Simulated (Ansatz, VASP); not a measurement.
# Two plane-wave programs on BaTiO3

The input INCAR:

```
ALGO = Normal
EDIFF = 1E-7
ENCUT = 520
GGA = PE
ISIF = 2
ISMEAR = 0
LASPH = T
LCHARG = F
LDAU = T
LDAUJ = 0 0 0
LDAUL = -1 2 -1
LDAUPRINT = 1
LDAUTYPE = 2
LDAUU = 0 7 0
LMAXMIX = 4
LREAL = F
LWAVE = F
NBANDS = 28
NELM = 150
PREC = Accurate
SIGMA = 0.01
```

Contents of KPOINTS:

```
k-points
0
Gamma
  6 6 6
```

Contents of POSCAR:

```
BaTiO3
1.0
    4.0060000000      0.0000000000      0.0000000000
    0.0000000000      4.0060000000      0.0000000000
    0.0000000000      0.0000000000      4.0060000000
Ba Ti O
1 1 3
Direct
    0.5000000000      0.5000000000      0.5000000000
    0.0000000000      0.0000000000      0.0000000000
    0.5000000000      0.0000000000      0.0000000000
    0.0000000000      0.5000000000      0.0000000000
    0.0000000000      0.0000000000      0.5000000000
```

Input for Ansatz:

```yaml
crystal:
  lattice:
    - [4.006, 0.0, 0.0]
    - [0.0, 4.006, 0.0]
    - [0.0, 0.0, 4.006]
  atoms:
    - { symbol: Ba, position: [0.5, 0.5, 0.5] }
    - { symbol: Ti, position: [0.0, 0.0, 0.0] }
    - { symbol: O, position: [0.5, 0.0, 0.0] }
    - { symbol: O, position: [0.0, 0.5, 0.0] }
    - { symbol: O, position: [0.0, 0.0, 0.5] }
kpoints:
  mp_grid:
    grid: [6, 6, 6]
hamiltonian:
  xc: pbe
  hubbard:
    - { species: Ti, l: d, u_eff: 7.0 }
scf:
  occupations:
    method: fixed
output:
  eigenvalues: true
```

Alike in both runs: task single point; functional PBE; k mesh 6 × 6 × 6; no spin polarisation; Hubbard terms Ti d U = 7.0 eV.

|  | VASP | Ansatz |
| --- | --- | --- |
| version | VASP 6.6.1 | Ansatz 0.2.0 |
| potentials or method | VASP PAW PBE potentials, release 64 (Ba_sv, Ti_sv, O) | plane waves, PAW |
| plane-wave cutoff (eV) | 520 | 420 |
| occupations | gaussian, width 0.01 eV | fixed |
| valence electrons in the cell | 40 | 40 |

```csv
,VASP,Ansatz,Ansatz less VASP
gap on the k mesh at the Fermi level (eV),2.62,2.71,+0.097
```

The programs project onto different local orbitals, so the same U acts differently, and such runs can settle in different states.

Spin-orbit coupling is off throughout.
